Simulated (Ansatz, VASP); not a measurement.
# Two plane-wave programs on Nb

```
Nb
1.0
     2.81848    0.00000    0.00000
    -1.40924    2.44088    0.00000
     0.00000    0.00000   10.49419
Nb
4
Direct
  0.00000 0.00000 0.00000
  0.00000 0.00000 0.50000
  0.33333 0.66667 0.75000
  0.66667 0.33333 0.25000
```

Alike in both runs: functional PBEsol; k mesh 9 × 9 × 2; occupations gaussian, width 0.1 eV; no spin polarisation.

Ansatz relaxed the structure, and its values are those at the end. VASP's run is a single point on that final structure, the one shown.

|  | VASP | Ansatz |
| --- | --- | --- |
| version | VASP 6.6.1 | Ansatz 0.2.0 |
| potentials or method | VASP PAW PBE potentials, release 64 (Nb_sv), cutoff 520 eV | scalar-relativistic, plane waves, PAW |
| valence electrons in the cell | 52 | 52 |

```tsv
	VASP	Ansatz	Ansatz less VASP
gap on the k mesh at the Fermi level (eV)	none	none	-
pressure (GPa)	-0.4	-0.1	+0.31
```

VASP's potentials were made for PBE, not for PBEsol. A gap of «none» marks a metal or a gap that the smearing closes.
